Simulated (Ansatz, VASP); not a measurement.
# One calculation of H2Se, two programs

```
H Se
1.0
     3.24057    0.00000    0.00000
    -1.62029    2.80642    0.00000
     0.00000    0.00000    3.89202
H Se
2 1
Direct
  0.33333 0.66667 0.14877
  0.66667 0.33333 0.85123
  0.00000 0.00000 0.00000
```

Change from the starting cell: species swapped into the Te2Pt type (P-3m1, No. 164).

Alike in both runs: task relaxation of cell and atoms; functional PBE; dispersion D3(BJ); k mesh 18 × 18 × 12; occupations gaussian, width 0.1 eV; no spin polarisation.

|  | VASP | Ansatz |
| --- | --- | --- |
| version | VASP 6.6.1 | Ansatz 0.2.0 |
| potentials or method | VASP PAW PBE potentials, release 64 (H, Se), cutoff 600 eV | scalar-relativistic, plane waves, PAW |
| valence electrons in the cell | 8 | 18 |

|  | VASP | Ansatz | Ansatz less VASP |
| --- | --- | --- | --- |
| gap on the k mesh at the Fermi level, each at its own relaxed structure (eV) | none | none | - |
| relaxed volume (Å³/atom) | 11.98 | 11.99 | +0.017 |
| relaxed length of the cell vector where the two differ most in proportion (Å) | 3.905 | 3.913 | +0.0081 |

A gap of «none» marks a metal or a gap that the smearing closes. VASP's potentials hold 8 valence electrons a cell and Ansatz's 18, so a difference there can come from the potentials and not from the codes.
